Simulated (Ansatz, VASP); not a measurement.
# Pb: VASP beside Ansatz

```
Pb
1.0
     0.00000    2.52027    2.52027
     2.52027    0.00000    2.52027
     2.52027    2.52027    0.00000
Pb
1
Direct
  0.00000 0.00000 0.00000
```

Alike in both runs: functional PBE; k mesh 14 × 14 × 14; occupations fermi-dirac, width 0.05 eV; no spin polarisation.

Ansatz relaxed the structure, and its values are those at the end. VASP's run is a single point on that final structure, the one shown.

|  | VASP | Ansatz |
| --- | --- | --- |
| version | VASP 6.6.1 | Ansatz 0.2.0 |
| potentials or method | VASP PAW PBE potentials, release 64 (Pb_d) | PAW with Ansatz's default frozen-core files, scalar-relativistic |
| plane-wave cutoff (eV) | 520 | 420 |
| valence electrons in the cell | 14 | 14 |

```tsv
	VASP	Ansatz	Ansatz less VASP
pressure (GPa)	0.0	0.0	+0.05
```

Spin-orbit coupling is off throughout.
